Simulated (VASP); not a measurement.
# Ag (I4/mmm) in VASP: further runs

Ag is run at these levels: PBEsol; tasks: single point.

Program: VASP 6.6.1. These are calculated values, not measurements. Logs are shortened: lines on timing, memory, paths and dates and some standing lists are left out, and cuts for length are marked.

### 1 The cell of the first run

Symmetry: I4/mmm, No. 139, tetragonal system. Conventional cell: a = 3.311 Å, b = 3.311 Å, c = 3.576 Å, α = 90.00°, β = 90.00°, γ = 90.00°. Within 3.9 Å of Ag (site symmetry 4/mmm) lie 14 Ag at 2.95 to 3.58 Å.

### 2 Single point, PBEsol (strain +0.000 along x and y, +0.080 along z)

Contents of INCAR:

```
SYSTEM = Ag
ALGO     = Fast           ! electronic algorithm
EDIFF    = 1E-6           ! SCF threshold, eV
ENCUT    = 520            ! plane-wave cutoff, eV
GGA      = PS             ! functional
ISIF     = 2              ! what is computed and relaxed
ISMEAR   = 0              ! smearing method
LASPH    = .TRUE.         ! aspherical terms in the spheres
LCHARG   = .FALSE.        ! write CHGCAR
LREAL    = .FALSE.        ! projectors in reciprocal space
LWAVE    = .FALSE.        ! write WAVECAR
NBANDS   = 12             ! bands
NELM     = 100            ! most SCF steps
PREC     = Accurate       ! precision mode
SIGMA    = 0.15           ! smearing width, eV
```

Contents of KPOINTS:

```
k-points
0
G
  20 20 20
  0 0 0
```

Contents of POSCAR:

```
Ag
1.0
   -1.6556540000      1.6556540000      1.7881063200
    1.6556540000     -1.6556540000      1.7881063200
    1.6556540000      1.6556540000     -1.7881063200
Ag
1
Direct
    0.0000000000      0.0000000000      0.0000000000
```

Potentials or basis: VASP PAW PBE potentials, release 64 (Ag).

Started as:

```
$ cat potpaw_PBE.64/Ag/POTCAR > POTCAR
$ mpirun -np 1 vasp_std > vasp.out
```

OUTCAR:

```text
SYSTEM = Ag
   EDIFF = 1E-6
   ENCUT = 520
   GGA = PS
   ISIF = 2
   ISMEAR = 0
   LASPH = .TRUE.
   LREAL = .FALSE.
   NELM = 100
   PREC = Accurate

 ion  position               nearest neighbor table
   1  0.000  0.000  0.000-

  LATTYP: Found a body centered tetragonal cell.
 ALAT       =     3.3113080000
 C/A-ratio  =     1.0800000000

  Lattice vectors:

 A1 = (  -1.6556540000,   1.6556540000,   1.7881063200)
 A2 = (   1.6556540000,  -1.6556540000,   1.7881063200)
 A3 = (   1.6556540000,   1.6556540000,  -1.7881063200)

Analysis of symmetry for initial positions (statically):
=====================================================================
 Subroutine PRICEL returns:
 Original cell was already a primitive cell.

 Routine SETGRP: Setting up the symmetry group for a
 body centered tetragonal supercell.

 Subroutine GETGRP returns: Found 16 space group operations
 (whereof 16 operations were pure point group operations)
 out of a pool of 16 trial point group operations.

The static configuration has the point symmetry D_4h.

Analysis of symmetry for dynamics (positions and initial velocities):
=====================================================================
 Subroutine PRICEL returns:
 Original cell was already a primitive cell.

 Routine SETGRP: Setting up the symmetry group for a
 body centered tetragonal supercell.

 Subroutine GETGRP returns: Found 16 space group operations
 (whereof 16 operations were pure point group operations)
 out of a pool of 16 trial point group operations.

The dynamic configuration has the point symmetry D_4h.

 Subroutine INISYM returns: Found 16 space group operations
 (whereof 16 operations are pure point group operations),
 and found     1 'primitive' translations

----------------------------------------------------------------------------------------

                                     Primitive cell

  volume of cell :      19.6062

  direct lattice vectors                    reciprocal lattice vectors
    -1.655654000  1.655654000  1.788106320     0.000000000  0.301995465  0.279625431
     1.655654000 -1.655654000  1.788106320     0.301995465  0.000000000  0.279625431
     1.655654000  1.655654000 -1.788106320     0.301995465  0.301995465  0.000000000

  length of vectors
     2.946133830  2.946133830  2.946133830     0.411572160  0.411572160  0.427086083

  position of ions in fractional coordinates (direct lattice)
     0.000000000  0.000000000  0.000000000

  ion indices of the primitive-cell ions
   primitive index   ion index
                 1           1

----------------------------------------------------------------------------------------

 KPOINTS: k-points

Automatic generation of k-mesh.
 Grid dimensions read from file:
 generate k-points for:   20   20   20

 Generating k-lattice:

  Cartesian coordinates                     Fractional coordinates (reciprocal lattice)
     0.000000000  0.015099773  0.013981272     0.050000000  0.000000000 -0.000000000
     0.015099773  0.000000000  0.013981272     0.000000000  0.050000000 -0.000000000
     0.015099773  0.015099773  0.000000000     0.000000000  0.000000000  0.050000000

  Length of vectors
     0.020578608  0.020578608  0.021354304

  Shift w.r.t. Gamma in fractional coordinates (k-lattice)
     0.000000000  0.000000000  0.000000000

 Subroutine IBZKPT returns following result:
 ===========================================

 Found    641 irreducible k-points:

 Following reciprocal coordinates:
            Coordinates               Weight
  0.000000  0.000000  0.000000      1.000000
  0.050000  0.000000 -0.000000      8.000000
  0.100000  0.000000  0.000000      8.000000
  0.150000  0.000000  0.000000      8.000000
  0.200000  0.000000  0.000000      8.000000
  0.250000  0.000000  0.000000      8.000000
[... 16 lines left out ...]
 -0.400000  0.050000  0.000000     16.000000
 -0.350000  0.050000  0.000000     16.000000
 [... further k-points ...]
   k-points           NKPTS =    641   k-points in BZ     NKDIM =    641   number of bands    NBANDS=     12
   number of dos      NEDOS =    301   number of ions     NIONS =      1
   total plane-waves  NPLWV =  13824
   dimension x,y,z NGX =    24 NGY =   24 NGZ =   24
   dimension x,y,z NGXF=    48 NGYF=   48 NGZF=   48
   ions per type =               1
   NGX,Y,Z   is equivalent  to a cutoff of  13.54, 13.54, 13.54 a.u.
   NGXF,Y,Z  is equivalent  to a cutoff of  27.09, 27.09, 27.09 a.u.
 SYSTEM =  Ag
   PREC   = accura    normal or accurate (medium, high low for compatibility)
   ISTART =      0    job   : 0-new  1-cont  2-samecut
   ICHARG =      2    charge: 1-file 2-atom 10-const
   ISPIN  =      1    spin polarized calculation?
   LNONCOLLINEAR =      F non collinear calculations
   LSORBIT =      F    spin-orbit coupling
   LASPH  =      T    aspherical Exc in radial PAW
   ENCUT  =  520.0 eV  38.22 Ry    6.18 a.u.   5.48  5.48  5.48*2*pi/ulx,y,z
   NELM   =    100;   NELMIN=  2; NELMDL= -5     # of ELM steps
   EDIFF  = 0.1E-05   stopping-criterion for ELM
   LREAL  =      F    real-space projection
   EDIFFG = 0.1E-04   stopping-criterion for IOM
   NSW    =      0    number of steps for IOM
   IBRION =     -1    ionic relax: 0-MD 1-quasi-New 2-CG
   NFREE  =      0    steps in history (QN), initial steepest desc. (CG)
   ISIF   =      2    stress and relaxation
   ISYM   =      2    0-nonsym 1-usesym 2-fastsym
   POTIM  = 0.5000    time-step for ionic-motion
   TEBEG  =    0.0;   TEEND  =   0.0 temperature during run
   PSTRESS=    0.0 pullay stress
   NELECT =      11.0000    total number of electrons
   NUPDOWN=      -1.0000    fix difference up-down
   EMIN   =  10.00;   EMAX   =-10.00  energy-range for DOS
   EFERMI =   0.00;   METHOD = LEGACY
   ISMEAR =     0;   SIGMA  =   0.15  broadening in eV -4-tet -1-fermi 0-gaus
   EFERMI_NEDOS =   21; number of points for ismear=-14 and -15
   IALGO  =     68    algorithm
   IMIX   =      4    mixing-type and parameters
     AMIX     =   0.40;   BMIX     =  1.00
     AMIX_MAG =   1.60;   BMIX_MAG =  1.00
  volume/ion in A,a.u.               =      19.61       132.31
  Fermi-wavevector in a.u.,A,eV,Ry     =   1.350231  2.551568 24.805122  1.823125
  Thomas-Fermi vector in A             =   2.477753
   LORBIT       =      0    0 simple, 1 ext, 2 COOP (PROOUT), +10 PAW based schemes
   GGA     = PS    functional components
   LHFCALC =     F    Hartree Fock is set to
   AEXX    =    0.0000 exact exchange contribution
   IVDW    =     0    specifies the selected vdW correction
   LEPSILON=     F    determine dielectric tensor
   LRPA    =     F    only Hartree local field effects (RPA)
 non-spin polarized calculation
 RMM-DIIS sequential band-by-band and
 Gauss-broadening in eV      SIGMA  =   0.15
  energy-cutoff  :      520.00
  volume of cell :       19.61
 maximum number of plane-waves:       543
 NGX is ok and might be reduce to    24
   NGX = 11   NGY = 11   NGZ = 11

 number of electron      11.0000004 magnetization

 Free energy of the ion-electron system (eV)
  ---------------------------------------------------
  ext. energy  EPLUGINS =         0.00000000
  ---------------------------------------------------
  free energy    TOTEN  =        -3.15228377 eV

  energy without entropy =       -3.14817221  energy(sigma->0) =       -3.15022799

 E-fermi :   6.4545     XC(G=0): -11.5970

 val. band max:        6.4448734945   @ k =   0.5000   0.2500   0.0500
 cond. band min:       6.4577449084   @ k =   0.4000   0.1000   0.0000
 fundamental gap:      0.0128714139
 Fermi energy:         6.4544733272

 k-point     1 :       0.0000    0.0000    0.0000
  band No.  band energies     occupation
      1      -0.4096      2.00000
      2       1.9619      2.00000
      3       1.9619      2.00000
      4       2.2257      2.00000
      5       2.9288      2.00000
      6       3.2113      2.00000
      7      23.1179      0.00000
      8      24.1567      0.00000
      9      24.1567      0.00000
     10      27.0518      0.00000
     11      28.8486      0.00000
     12      28.9274      0.00000

 k-point     2 :       0.0500    0.0000   -0.0000
  band No.  band energies     occupation
      1      -0.3370      2.00000
      2       1.9663      2.00000
      3       1.9741      2.00000
      4       2.2356      2.00000
      5       2.9192      2.00000
      6       3.2031      2.00000
      7      23.0127      0.00000
      8      23.9332      0.00000
      9      24.1793      0.00000
     10      26.4902      0.00000
     11      27.7900      0.00000
     12      28.3032      0.00000

 k-point     3 :       0.1000    0.0000    0.0000
  band No.  band energies     occupation
      1      -0.1250      2.00000
      2       1.9805      2.00000
      3       1.9831      2.00000
      4       2.2922      2.00000
      5       2.8935      2.00000
      6       3.1830      2.00000
      7      22.3040      0.00000
      8      23.4752      0.00000
      9      24.2363      0.00000
     10      25.9094      0.00000
     11      26.8145      0.00000
     12      27.2131      0.00000
[... 286 lines left out ...]
 k-point    23 :      -0.4000    0.0500    0.0000
  band No.  band energies     occupation
      1       0.9761      2.00000
      2       1.6175      2.00000
      3       2.8203      2.00000
      4       3.1787      2.00000
      5       3.4441      2.00000
      6       4.6602      2.00000
      7      12.4711      0.00000
      8      19.9521      0.00000
      9      20.7380      0.00000
     10      25.2263      0.00000
     11      26.3804      0.00000
     12      27.9860      0.00000

 k-point    24 :      -0.3500    0.0500    0.0000
  band No.  band energies     occupation
      1       1.0220      2.00000
      2       1.6849      2.00000
      3       2.8129      2.00000
      4       3.0089      2.00000
      5       3.2429      2.00000
      6       3.7912      2.00000
      7      14.2035      0.00000
      8      20.4530      0.00000
      9      21.4384      0.00000
     10      25.1224      0.00000
     11      26.2605      0.00000
     12      27.5859      0.00000

 [... further k-points ...]
[... 5 lines left out ...]
  --------------------------------------------------------------------------------------
  -------------------------------------------------------------------------------------
  Total       -1.4500334     -1.4500334     -1.3363000      0.0000000      0.0000000      0.0000000
  in kB     -118.4939274   -118.4939274   -109.1998555      0.0000000      0.0000000      0.0000000
  external PRESSURE =    -115.3959035 kB  Pullay stress =       0.0000000 kB

 VOLUME and BASIS-vectors are now :
 -----------------------------------------------------------------------------
  energy-cutoff  :      520.00
  volume of cell :       19.61
      direct lattice vectors                 reciprocal lattice vectors
    -1.655654000  1.655654000  1.788106320     0.000000000  0.301995465  0.279625431
     1.655654000 -1.655654000  1.788106320     0.301995465  0.000000000  0.279625431
     1.655654000  1.655654000 -1.788106320     0.301995465  0.301995465  0.000000000

 POSITION                                       TOTAL-FORCE (eV/Angst)
 -----------------------------------------------------------------------------------
      0.00000      0.00000      0.00000         0.000000     -0.000000      0.000000
 -----------------------------------------------------------------------------------
    total drift:                               -0.000000      0.000000      0.000000

  FREE ENERGIE OF THE ION-ELECTRON SYSTEM (eV)
  ---------------------------------------------------
  free  energy   TOTEN  =        -3.1522837737 eV

  energy  without entropy=       -3.1481722114  energy(sigma->0) =       -3.15022799
```

Run time: 80 s. Hardware: 1 thread of AMD EPYC 9R45 (Zen 5), shared host; peak memory 0.23 GiB.

What came out:

* Free energy: -3.1523 eV
* Pressure: -11.5 GPa

Stress tensor (GPa, compression positive):
```
-11.85   0.00   0.00
  0.00 -11.85   0.00
  0.00   0.00 -10.92
```

Levels at points of the mesh, in eV from the Fermi level:
| k point | band 3 | band 4 | band 5 | band 6 | band 7 | band 8 | band 9 | band 10 |
| --- | --- | --- | --- | --- | --- | --- | --- | --- |
| (0.00, 0.00, 0.00) | -4.49 | -4.23 | -3.53 | -3.24 | 16.66 | 17.70 | 17.70 | 20.60 |
| (0.50, 0.00, 0.00) | -3.60 | -3.22 | -2.60 | 0.07 | 3.17 | 13.19 | 13.77 | 18.73 |
| (0.50, 0.50, 0.00) | -3.21 | -3.17 | -2.54 | 0.47 | 3.84 | 11.95 | 12.20 | 17.50 |
| (0.50, 0.50, 0.50) | -2.82 | -2.73 | -2.73 | 5.15 | 7.14 | 7.14 | 10.09 | 12.51 |

Caveat: the cell differs from its parent crystal (strain +0.000 along x and y, +0.080 along z); the PAW data sets were made with another functional, which shifts forces and pressure a little.

### 3 Single point, PBEsol (strain +0.080 along x and y, -0.040 along z)

Contents of INCAR:

```
  PREC = Accurate
  ENCUT = 520
  EDIFF = 1E-6
  ISMEAR = 0
  SIGMA = 0.15
  LREAL = False
  LASPH = True
  NELM = 60
  ALGO = Fast
  ISIF = 2
  LWAVE = False
  LCHARG = False
  GGA = PS
  NBANDS = 12
```

Contents of KPOINTS:

```
Automatic mesh
0
Gamma
  20 20 20
```

Contents of POSCAR:

```
Ag
1.0
   -1.7881063200      1.7881063200      1.5894278400
    1.7881063200     -1.7881063200      1.5894278400
    1.7881063200      1.7881063200     -1.5894278400
Ag
1
Direct
    0.0000000000      0.0000000000      0.0000000000
```

Potentials or basis: VASP PAW PBE potentials, release 64 (Ag).

Started as:

```
$ cat potpaw_PBE.64/Ag/POTCAR > POTCAR
$ mpirun -np 1 vasp_std > vasp.out
```

OUTCAR:

```text
PREC = Accurate
   ENCUT = 520
   EDIFF = 1E-6
   ISMEAR = 0
   LREAL = False
   LASPH = True
   NELM = 60
   ISIF = 2
   GGA = PS

 ion  position               nearest neighbor table
   1  0.000  0.000  0.000-

  LATTYP: Found a body centered tetragonal cell.
 ALAT       =     3.5762126400
 C/A-ratio  =     0.8888888889

  Lattice vectors:

 A1 = (  -1.7881063200,   1.7881063200,   1.5894278400)
 A2 = (   1.7881063200,  -1.7881063200,   1.5894278400)
 A3 = (   1.7881063200,   1.7881063200,  -1.5894278400)

Analysis of symmetry for initial positions (statically):
=====================================================================
 Subroutine PRICEL returns:
 Original cell was already a primitive cell.

 Routine SETGRP: Setting up the symmetry group for a
 body centered tetragonal supercell.

 Subroutine GETGRP returns: Found 16 space group operations
 (whereof 16 operations were pure point group operations)
 out of a pool of 16 trial point group operations.

The static configuration has the point symmetry D_4h.

Analysis of symmetry for dynamics (positions and initial velocities):
[... 161 lines left out ...]
 cond. band min:       6.0442887833   @ k =  -0.3500   0.4500   0.1500
 fundamental gap:      0.0237972319
 Fermi energy:         6.0261735769

 k-point     1 :       0.0000    0.0000    0.0000
  band No.  band energies     occupation
      1      -0.5970      2.00000
      2       1.4634      2.00000
      3       1.9034      2.00000
      4       1.9034      2.00000
      5       2.4068      2.00000
      6       2.9021      2.00000
      7      22.3704      0.00000
      8      22.3704      0.00000
      9      24.7023      0.00000
     10      26.7168      0.00000
     11      26.7168      0.00000
     12      27.6115      0.00000
[... 331 lines left out ...]
 k-point    24 :      -0.3500    0.0500   -0.0000
  band No.  band energies     occupation
      1       0.8380      2.00000
      2       1.2010      2.00000
      3       2.6624      2.00000
      4       2.7018      2.00000
      5       2.7963      2.00000
      6       3.5148      2.00000
      7      14.6348      0.00000
      8      18.5409      0.00000
      9      19.6686      0.00000
     10      23.4156      0.00000
     11      24.6480      0.00000
     12      29.1442      0.00000

 [... further k-points ...]
[... 5 lines left out ...]
  --------------------------------------------------------------------------------------
  -------------------------------------------------------------------------------------
  Total       -1.6019931     -1.6019931     -1.6519982      0.0000000     -0.0000000     -0.0000000
  in kB     -126.2652236   -126.2652236   -130.2064979      0.0000000     -0.0000000     -0.0000000
  external PRESSURE =    -127.5789817 kB  Pullay stress =       0.0000000 kB

 VOLUME and BASIS-vectors are now :
 -----------------------------------------------------------------------------
  energy-cutoff  :      520.00
  volume of cell :       20.33
      direct lattice vectors                 reciprocal lattice vectors
    -1.788106320  1.788106320  1.589427840     0.000000000  0.279625431  0.314578610
     1.788106320 -1.788106320  1.589427840     0.279625431  0.000000000  0.314578610
     1.788106320  1.788106320 -1.589427840     0.279625431  0.279625431  0.000000000

 POSITION                                       TOTAL-FORCE (eV/Angst)
 -----------------------------------------------------------------------------------
      0.00000      0.00000      0.00000         0.000000     -0.000000     -0.000000
 -----------------------------------------------------------------------------------
    total drift:                               -0.000000      0.000000      0.000000

  FREE ENERGIE OF THE ION-ELECTRON SYSTEM (eV)
  ---------------------------------------------------
  free  energy   TOTEN  =        -3.0989192899 eV

  energy  without entropy=       -3.0950611014  energy(sigma->0) =       -3.09699020
```

OSZICAR:

```text
N       E                     dE             d eps       ncg     rms          rms(c)
DAV:   1     0.504235741058E+02    0.50424E+02   -0.53446E+03 15616   0.805E+02
DAV:   2    -0.257756271150E+01   -0.53001E+02   -0.49966E+02 17708   0.185E+02
DAV:   3    -0.337266391081E+01   -0.79510E+00   -0.79455E+00 17996   0.244E+01
DAV:   4    -0.337509552407E+01   -0.24316E-02   -0.24315E-02 17272   0.141E+00
DAV:   5    -0.337511700653E+01   -0.21482E-04   -0.21482E-04 17792   0.121E-01    0.373E+00
RMM:   6    -0.310498614924E+01    0.27013E+00   -0.49899E-01 15424   0.622E+00    0.233E+00
RMM:   7    -0.310122729428E+01    0.37589E-02   -0.65901E-03 17041   0.902E-01    0.143E+00
RMM:   8    -0.309892754797E+01    0.22997E-02   -0.46256E-04 17424   0.226E-01    0.147E-01
RMM:   9    -0.309891846774E+01    0.90802E-05   -0.64484E-05 18105   0.689E-02    0.413E-02
RMM:  10    -0.309891885877E+01   -0.39103E-06   -0.11956E-05 17853   0.295E-02    0.706E-03
RMM:  11    -0.309891928988E+01   -0.43112E-06   -0.29966E-06 14760   0.116E-02
   1 F= -.30989193E+01 E0= -.30969902E+01  d E =-.385819E-02
```

Wall time 70 s (1 thread of AMD EPYC 9R45 (Zen 5), shared host); peak memory 0.23 GiB.

What came out:

```yaml
Free_energy: -3.0989 eV
Pressure: -12.8 GPa
```

Caveat: the cell differs from its parent crystal (strain +0.080 along x and y, -0.040 along z); the PAW data sets were made with another functional, which shifts forces and pressure a little.
